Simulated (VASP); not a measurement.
Input of a VASP 6.6.1 run:

The input POSCAR:

```
Ti2Se5
1.0
    5.1918460000      0.0000000000      0.0000000000
    0.0000000000      5.1918460000      0.0000000000
    0.0000000000      0.0000000000     10.1409080000
Ti Se
4 10
Direct
    0.2500000000      0.2500000000      0.3509000000
    0.2500000000      0.2500000000      0.8509000000
    0.7500000000      0.7500000000      0.6491000000
    0.7500000000      0.7500000000      0.1491000000
    0.2500000000      0.5069300000      0.1030700000
    0.9930700000      0.2500000000      0.6030700000
    0.2500000000      0.9930700000      0.1030700000
    0.5069300000      0.2500000000      0.6030700000
    0.7500000000      0.4930700000      0.8969300000
    0.4930700000      0.7500000000      0.3969300000
    0.7500000000      0.0069300000      0.8969300000
    0.0069300000      0.7500000000      0.3969300000
    0.7500000000      0.2500000000      0.2500000000
    0.2500000000      0.7500000000      0.7500000000
```

File INCAR.step1:

```
SYSTEM = Ti2Se5
PREC     = Accurate       ! precision mode
ENCUT    = 550            ! plane-wave cutoff, eV
ISMEAR   = -1             ! smearing method
SIGMA    = 0.1            ! smearing width, eV
LREAL    = .False.        ! projectors in reciprocal space
LASPH    = .True.         ! aspherical terms in the spheres
NELM     = 120            ! most SCF steps
NBANDS   = 67             ! bands
GGA      = PE             ! functional
ALGO     = Normal         ! electronic algorithm
EDIFF    = 1E-5           ! SCF threshold, eV
LWAVE    = .True.         ! write WAVECAR
LCHARG   = .False.        ! write CHGCAR
GGA_COMPAT= .False.
```

File INCAR.step2:

```
SYSTEM = Ti2Se5
PREC     = Accurate       ! precision mode
ENCUT    = 550            ! plane-wave cutoff, eV
EDIFF    = 1E-6           ! SCF threshold, eV
ISMEAR   = -1             ! smearing method
SIGMA    = 0.1            ! smearing width, eV
LREAL    = .False.        ! projectors in reciprocal space
LASPH    = .True.         ! aspherical terms in the spheres
NELM     = 120            ! most SCF steps
ALGO     = Normal         ! electronic algorithm
ISIF     = 2              ! what is computed and relaxed
LWAVE    = .False.        ! write WAVECAR
LCHARG   = .True.         ! write CHGCAR
METAGGA  = R2SCAN         ! meta-GGA
LMIXTAU  = .True.       
LELF     = .True.         ! ELF
LVHAR    = .True.       
NBANDS   = 67             ! bands
ISTART   = 1            
GGA_COMPAT= .False.
```

The input KPOINTS:

```
Automatic mesh
0
Gamma
  7 7 4
  0 0 0
```

Potentials or basis: VASP PAW PBE potentials, release 64 (Ti_sv, Se).

Launch:

```console
$ cat potpaw_PBE.64/Ti_sv/POTCAR potpaw_PBE.64/Se/POTCAR > POTCAR
$ cp INCAR.step1 INCAR
$ mpirun -np 1 vasp_std > vasp.out
$ cp INCAR.step2 INCAR
$ mpirun -np 1 vasp_std > vasp.out
```

(1) What does it give for the band gap on the k mesh?

(2) What does it give for the pressure?

## Answers

(1) zero (bands 54 and 55 overlap by 1.17 eV).

(2) -2.1 GPa.

Caveat: the PAW data sets were made with another functional, which shifts forces and pressure a little.
